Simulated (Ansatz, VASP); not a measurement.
# HgTe: VASP beside Ansatz

```
CELL_PARAMETERS angstrom
0.00000 3.29281 3.29281
3.29281 0.00000 3.29281
3.29281 3.29281 0.00000
ATOMIC_POSITIONS crystal
Hg 0.00000 0.00000 0.00000
Te 0.25000 0.25000 0.25000
```

Alike in both runs: task single point; functional PBE; k mesh 12 × 12 × 12; occupations gaussian, width 0.1 eV; no spin polarisation.

|  | VASP | Ansatz |
| --- | --- | --- |
| version | VASP 6.6.1 | Ansatz 0.2.0 |
| potentials or method | VASP PAW PBE potentials, release 64 (Hg, Te), cutoff 520 eV | scalar-relativistic, plane waves, PAW |
| valence electrons in the cell | 18 | 36 |

|  | VASP | Ansatz | Ansatz less VASP |
| --- | --- | --- | --- |
| gap on the k mesh at the Fermi level (eV) | none | none | - |
| pressure (GPa) | 1.1 | 1.1 | -0.05 |

A gap of «none» marks a metal or a gap that the smearing closes. VASP's potentials hold 18 valence electrons a cell and Ansatz's 36, so a difference there can come from the potentials and not from the codes.

Spin-orbit coupling is off throughout.
